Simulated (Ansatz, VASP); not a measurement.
# Two plane-wave programs on Mg2Sn

```
Mg Sn
1.0
     0.00000    3.40840    3.40840
     3.40840    0.00000    3.40840
     3.40840    3.40840    0.00000
Mg Sn
2 1
Cartesian
  1.7042 1.7042 1.7042
  5.1126 5.1126 5.1126
  0.0000 0.0000 0.0000
```

Alike in both runs: task relaxation of cell and atoms; functional PBE; dispersion D3(BJ); k mesh 12 × 12 × 12; occupations gaussian, width 0.1 eV; no spin polarisation.

```csv
,VASP,Ansatz
version,VASP 6.6.1,Ansatz 0.2.0
potentials or method,"VASP PAW PBE potentials, release 64 (Mg, Sn_d), cutoff 600 eV","scalar-relativistic, plane waves, PAW"
valence electrons in the cell,18,34
```

Ansatz gave:

```
gap on the k mesh at the Fermi level, each at its own relaxed structure (eV) : none
relaxed volume (Å³/atom)                                                     : 25.21
relaxed cell length with the largest relative difference (Å)                 : 4.747
```

Question: What did VASP give for the same quantities?

Answer: gap on the k mesh at the Fermi level, each at its own relaxed structure (eV): none; relaxed volume (Å³/atom): 25.14; relaxed cell length with the largest relative difference (Å): 4.742.

A gap of «none» marks a metal or a gap that the smearing closes. VASP's potentials hold 18 valence electrons a cell and Ansatz's 34, so a difference there can come from the potentials and not from the codes.
